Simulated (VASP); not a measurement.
# HfTa (Cmmm) in VASP: a series of runs

Aim: see how the results for HfTa move with the level of theory and the settings. Levels: revPBE, BLYP, r2SCAN. Tasks: single point.

All numbers are computed with VASP 6.6.1; they aren't measurements. Logs are shortened: lines on timing, memory, paths and dates and some standing lists are left out, and cuts for length are marked.

**1. The cell of the first run**

The structure is orthorhombic, space group Cmmm (No. 65). Conventional cell: a = 3.425 Å, b = 4.799 Å, c = 4.848 Å, α = 90.00°, β = 90.00°, γ = 90.00°. Ta (site symmetry mmm) has 6 Ta at 2.95 to 3.43 Å and 8 Hf at 2.97 to 3.41 Å within 3.9 Å. Hf (site symmetry mmm) has 6 Hf at 2.95 to 3.43 Å and 8 Ta at 2.97 to 3.41 Å within 3.9 Å.

**2. Single point, revPBE**

INCAR

```
SYSTEM = HfTa
ALGO = Normal
EDIFF = 1E-7
ENCUT = 520
GGA = RE
ISIF = 2
ISMEAR = -1
LASPH = .TRUE.
LCHARG = .FALSE.
LREAL = .FALSE.
LWAVE = .FALSE.
NBANDS = 18
NELM = 100
PREC = Accurate
SIGMA = 0.05
```

KPOINTS

```
k-points
0
G
  6 6 3
  0 0 0
```

POSCAR

```
HfTa
1.0
    1.7127470000     -2.3996010000      0.0000000000
    1.7127470000      2.3996010000      0.0000000000
    0.0000000000      0.0000000000      4.8475550000
Ta Hf
1 1
Direct
    0.5000000000      0.5000000000      0.5000000000
    0.0000000000      0.0000000000      0.0000000000
```

Potentials or basis: VASP PAW PBE potentials, release 64 (Ta_pv, Hf_pv).

Launch:

```
$ cat potpaw_PBE.64/Ta_pv/POTCAR potpaw_PBE.64/Hf_pv/POTCAR > POTCAR
$ mpirun -np 1 vasp_std > vasp.out
```

OUTCAR:

```text
SYSTEM = HfTa
   EDIFF = 1E-7
   ENCUT = 520
   GGA = RE
   ISIF = 2
   ISMEAR = -1
   LASPH = .TRUE.
   LREAL = .FALSE.
   NELM = 100
   PREC = Accurate

 ion  position               nearest neighbor table
   1  0.500  0.500  0.500-   2 2.97   2 2.97   2 2.97   2 2.97   2 3.41   2 3.41   2 3.41   2 3.41

   2  0.000  0.000  0.000-   1 2.97   1 2.97   1 2.97   1 2.97   1 3.41   1 3.41   1 3.41   1 3.41

  LATTYP: Found a base centered orthorhombic cell.
 ALAT       =     3.4254940000
 B/A-ratio  =     1.4010247865
 C/A-ratio  =     1.4151404148

  Lattice vectors:

 A1 = (   1.7127470000,  -2.3996010000,   0.0000000000)
 A2 = (   1.7127470000,   2.3996010000,   0.0000000000)
 A3 = (   0.0000000000,   0.0000000000,   4.8475550000)

Analysis of symmetry for initial positions (statically):
=====================================================================
 Subroutine PRICEL returns:
 Original cell was already a primitive cell.

 Routine SETGRP: Setting up the symmetry group for a
 base centered orthorhombic supercell.

 Subroutine GETGRP returns: Found  8 space group operations
 (whereof  8 operations were pure point group operations)
 out of a pool of  8 trial point group operations.

The static configuration has the point symmetry D_2h.

Analysis of symmetry for dynamics (positions and initial velocities):
=====================================================================
 Subroutine PRICEL returns:
 Original cell was already a primitive cell.

 Routine SETGRP: Setting up the symmetry group for a
 base centered orthorhombic supercell.

 Subroutine GETGRP returns: Found  8 space group operations
 (whereof  8 operations were pure point group operations)
 out of a pool of  8 trial point group operations.

The dynamic configuration has the point symmetry D_2h.

 Subroutine INISYM returns: Found  8 space group operations
 (whereof  8 operations are pure point group operations),
 and found     1 'primitive' translations

----------------------------------------------------------------------------------------

                                     Primitive cell

  volume of cell :      39.8460

  direct lattice vectors                    reciprocal lattice vectors
     1.712747000 -2.399601000  0.000000000     0.291928697 -0.208367975  0.000000000
     1.712747000  2.399601000  0.000000000     0.291928697  0.208367975  0.000000000
     0.000000000  0.000000000  4.847555000     0.000000000  0.000000000  0.206289562
[... 76 lines left out ...]
   ISTART =      0    job   : 0-new  1-cont  2-samecut
   ICHARG =      2    charge: 1-file 2-atom 10-const
   ISPIN  =      1    spin polarized calculation?
   LNONCOLLINEAR =      F non collinear calculations
   LSORBIT =      F    spin-orbit coupling
   LASPH  =      T    aspherical Exc in radial PAW
   ENCUT  =  520.0 eV  38.22 Ry    6.18 a.u.   5.48  5.48  9.01*2*pi/ulx,y,z
   NELM   =    100;   NELMIN=  2; NELMDL= -5     # of ELM steps
   EDIFF  = 0.1E-06   stopping-criterion for ELM
   LREAL  =      F    real-space projection
   EDIFFG = 0.1E-05   stopping-criterion for IOM
   NSW    =      0    number of steps for IOM
   IBRION =     -1    ionic relax: 0-MD 1-quasi-New 2-CG
   NFREE  =      0    steps in history (QN), initial steepest desc. (CG)
   ISIF   =      2    stress and relaxation
   ISYM   =      2    0-nonsym 1-usesym 2-fastsym
   POTIM  = 0.5000    time-step for ionic-motion
   TEBEG  =    0.0;   TEEND  =   0.0 temperature during run
   PSTRESS=    0.0 pullay stress
   NELECT =      21.0000    total number of electrons
   NUPDOWN=      -1.0000    fix difference up-down
   EMIN   =  10.00;   EMAX   =-10.00  energy-range for DOS
   EFERMI =   0.00;   METHOD = LEGACY
   ISMEAR =    -1;   SIGMA  =   0.05  broadening in eV -4-tet -1-fermi 0-gaus
   EFERMI_NEDOS =   21; number of points for ismear=-14 and -15
   IALGO  =     38    algorithm
   IMIX   =      4    mixing-type and parameters
     AMIX     =   0.40;   BMIX     =  1.00
     AMIX_MAG =   1.60;   BMIX_MAG =  1.00
  volume/ion in A,a.u.               =      19.92       134.45
  Fermi-wavevector in a.u.,A,eV,Ry     =   1.322370  2.498917 23.791990  1.748662
  Thomas-Fermi vector in A             =   2.452056
   LORBIT       =      0    0 simple, 1 ext, 2 COOP (PROOUT), +10 PAW based schemes
   GGA     = RE    functional components
   LHFCALC =     F    Hartree Fock is set to
   AEXX    =    0.0000 exact exchange contribution
   IVDW    =     0    specifies the selected vdW correction
   LEPSILON=     F    determine dielectric tensor
   LRPA    =     F    only Hartree local field effects (RPA)
 non-spin polarized calculation
  energy-cutoff  :      520.00
  volume of cell :       39.85
 maximum number of plane-waves:      1092
 NGX is ok and might be reduce to    24
   NGX = 11   NGY = 11   NGZ = 19

 number of electron      21.0000004 magnetization

 Free energy of the ion-electron system (eV)
  ---------------------------------------------------
  ext. energy  EPLUGINS =         0.00000000
  ---------------------------------------------------
  free energy    TOTEN  =       -20.64903868 eV

  energy without entropy =      -20.61738742  energy(sigma->0) =      -20.63321305

 E-fermi :   5.1320     XC(G=0): -11.9231

 val. band max:        5.1208306258   @ k =  -0.1667   0.1667   0.0000
 cond. band min:       5.1466574900   @ k =   0.5000   0.5000   0.3333
 fundamental gap:      0.0258268642
 Fermi energy:         5.1319517559

 k-point     1 :       0.0000    0.0000    0.0000
  band No.  band energies     occupation
      1     -28.8688      2.00000
      2     -28.4775      2.00000
      3     -28.2882      2.00000
      4     -24.7867      2.00000
      5     -24.5220      2.00000
      6     -24.3675      2.00000
[... 481 lines left out ...]
      5     -24.9191      2.00000
      6     -24.6748      2.00000
[... 10 lines left out ...]
     17      12.8880      0.00000
     18      13.8397      0.00000

 [... further k-points ...]
[... 5 lines left out ...]
  --------------------------------------------------------------------------------------
  -------------------------------------------------------------------------------------
  Total        0.5615969      1.1984432      0.2666805     -0.0000000      0.0000000      0.0000000
  in kB       22.5813722     48.1884608     10.7230122     -0.0000000      0.0000000      0.0000000
  external PRESSURE =      27.1642818 kB  Pullay stress =       0.0000000 kB

 VOLUME and BASIS-vectors are now :
 -----------------------------------------------------------------------------
  energy-cutoff  :      520.00
  volume of cell :       39.85
      direct lattice vectors                 reciprocal lattice vectors
     1.712747000 -2.399601000  0.000000000     0.291928697 -0.208367975  0.000000000
     1.712747000  2.399601000  0.000000000     0.291928697  0.208367975  0.000000000
     0.000000000  0.000000000  4.847555000     0.000000000  0.000000000  0.206289562

 POSITION                                       TOTAL-FORCE (eV/Angst)
 -----------------------------------------------------------------------------------
      1.71275      0.00000      2.42378         0.000000      0.000000      0.000000
      0.00000      0.00000      0.00000        -0.000000      0.000000      0.000000
 -----------------------------------------------------------------------------------
    total drift:                                0.000000      0.000000     -0.000000

  FREE ENERGIE OF THE ION-ELECTRON SYSTEM (eV)
  ---------------------------------------------------
  free  energy   TOTEN  =       -20.6490386844 eV

  energy  without entropy=      -20.6173874171  energy(sigma->0) =      -20.63321305
```

stdout:

```text
POSCAR found type information on POSCAR TaHf
 POSCAR found :  2 types and       2 ions
 scaLAPACK will be used
 -----------------------------------------------------------------------------
|                                                                             |
|                                                                             |
|     You enforced a specific xc type in the INCAR file but a different       |
|     I HOPE YOU KNOW WHAT YOU ARE DOING!                                     |
|                                                                             |
 -----------------------------------------------------------------------------

 LDA part: xc-table for (Slater+PW92), standard interpolation
 POSCAR, INCAR and KPOINTS ok, starting setup
 FFT: planning ... GRIDC
 FFT: planning ... GRID_SOFT
 FFT: planning ... GRID
 WAVECAR not read
 entering main loop
```

Run time: 38 s. Hardware: 1 thread of AMD EPYC 7R13, shared host; peak memory 0.13 GiB.

What came out:

```
Free energy : -20.6490 eV
Pressure    : 2.7 GPa
```

Stress tensor (GPa, compression positive):
```
2.26 0.00 0.00
0.00 4.82 0.00
0.00 0.00 1.07
```

Levels at points of the mesh, in eV from the Fermi level:
```tsv
k point	band 7	band 8	band 9	band 10	band 11	band 12	band 13	band 14
(0.00, 0.00, 0.00)	-7.48	-3.89	-1.12	1.13	1.15	1.17	1.28	3.67
(0.50, 0.00, 0.00)	-2.91	-2.61	-1.26	-0.90	-0.53	-0.06	3.23	4.22
(0.50, 0.50, 0.00)	-3.86	-3.21	-3.19	-1.05	1.42	3.98	5.03	6.44
```

Caveat: the k points lie up to 0.43 Å⁻¹ apart; the PAW data sets were made with another functional, which shifts forces and pressure a little; spin-orbit coupling is left out, which moves the levels of the heavy elements.

**3. Single point, BLYP**

INCAR

```
SYSTEM = HfTa
PREC = Accurate
ENCUT = 520
EDIFF = 1E-7
ISMEAR = -1
SIGMA = 0.05
LREAL = .FALSE.
LASPH = .TRUE.
NELM = 60
ALGO = Fast
ISIF = 2
LWAVE = .FALSE.
LCHARG = .FALSE.
GGA = B5
ALDAX = 1.0
AGGAX = 1.0
AGGAC = 1.0
ALDAC = 0.0
NBANDS = 18
```

KPOINTS

```
Automatic mesh
0
G
  6 6 3
  0 0 0
```

POSCAR is that of step 2.

Potentials or basis: VASP PAW PBE potentials, release 64 (Ta_pv, Hf_pv).

Launch:

```
$ cat potpaw_PBE.64/Ta_pv/POTCAR potpaw_PBE.64/Hf_pv/POTCAR > POTCAR
$ mpirun -np 1 vasp_std > vasp.out
```

It took 69 s on 1 thread of AMD EPYC 7R13, shared host; peak memory 0.13 GiB.

The run converged. Its results:

```yaml
Free_energy: -18.5889 eV
Pressure: 5.1 GPa
```

Stress tensor (GPa, compression positive):
```
3.93 0.00 0.00
0.00 7.47 0.00
0.00 0.00 3.86
```

Levels at points of the mesh, in eV from the Fermi level:
| k point | band 8 | band 9 | band 10 | band 11 | band 12 | band 13 |
| --- | --- | --- | --- | --- | --- | --- |
| (0.00, 0.00, 0.00) | -3.87 | -1.21 | 0.99 | 1.01 | 1.03 | 1.54 |
| (0.50, 0.00, 0.00) | -2.54 | -1.26 | -0.89 | -0.51 | -0.04 | 3.11 |
| (0.50, 0.50, 0.00) | -3.23 | -3.20 | -1.14 | 1.67 | 3.83 | 4.85 |

Caveat: the k points lie up to 0.43 Å⁻¹ apart; the PAW data sets were made with another functional, which shifts forces and pressure a little; spin-orbit coupling is left out, which moves the levels of the heavy elements.

**4. Single point, r2SCAN**

POSCAR is that of step 3.

INCAR.step1

```
SYSTEM = HfTa
ALGO = Normal ; EDIFF = 1E-4
ENCUT = 520 ; GGA = PE
ISMEAR = -1 ; LASPH = .True.
LCHARG = .False. ; LREAL = .False.
LWAVE = .True. ; NBANDS = 18
NELM = 100 ; PREC = Accurate
SIGMA = 0.05
```

INCAR.step2

```
SYSTEM = HfTa
ALGO = Normal ; EDIFF = 1E-6
ENCUT = 520 ; ISIF = 2
ISMEAR = -1 ; ISTART = 1
LASPH = .True. ; LCHARG = .False.
LMIXTAU = .True. ; LREAL = .False.
LWAVE = .False. ; METAGGA = R2SCAN
NBANDS = 18 ; NELM = 100
PREC = Accurate ; SIGMA = 0.05
```

KPOINTS

```
k-points
0
Gamma
  6 6 3
  0 0 0
```

Launch:

```
$ cat potpaw_PBE.64/Ta_pv/POTCAR potpaw_PBE.64/Hf_pv/POTCAR > POTCAR
$ cp INCAR.step1 INCAR
$ mpirun -np 1 vasp_std > vasp.out
$ cp INCAR.step2 INCAR
$ mpirun -np 1 vasp_std > vasp.out
```

Run time: 2.7 min. Hardware: 1 thread of AMD EPYC 7R13, shared host; peak memory 0.14 GiB.

The run converged. Its results:

```yaml
Free_energy: -93.3704 eV
Pressure: -0.7 GPa
```

Stress tensor (GPa, compression positive):
```
 0.22  0.00  0.00
 0.00  0.53  0.00
 0.00  0.00 -2.72
```

Levels at points of the mesh, in eV from the Fermi level:
```
           k point  band 6  band 7  band 8  band 9  band 10  band 11  band 12  band 13  band 14  band 15
(0.00, 0.00, 0.00)  -30.65   -7.86   -4.03   -1.11     1.14     1.30     1.32     1.34     3.98     4.08
(0.50, 0.00, 0.00)  -30.74   -3.07   -2.70   -1.32    -0.96    -0.60    -0.03     3.48     4.55     4.78
(0.50, 0.50, 0.00)  -30.89   -4.01   -3.35   -3.34    -1.02     1.29     4.26     5.32     6.71     7.08
```

Caveat: the k points lie up to 0.43 Å⁻¹ apart; the PAW data sets were made with another functional, which shifts forces and pressure a little; spin-orbit coupling is left out, which moves the levels of the heavy elements.

**5. Summary**

| level | gap on the mesh (eV) | pressure (GPa) |
| --- | --- | --- |
| revPBE | none | 2.7 |
| BLYP | none | 5.1 |
| r2SCAN | none | -0.7 |

Alike in all rows: task single point; potentials or basis VASP PAW PBE potentials, release 64 (Ta_pv, Hf_pv); no spin polarisation; cell as given; k mesh 6 × 6 × 3; cutoff (eV) 520; smearing fermi-dirac 0.05 eV.

Caveats: all runs use coarse meshes; the PAW data sets were made with another functional, which shifts forces and pressure a little; spin-orbit coupling is left out, which moves the levels of the heavy elements.

Absolute energies hang on the potentials; compare differences alone.
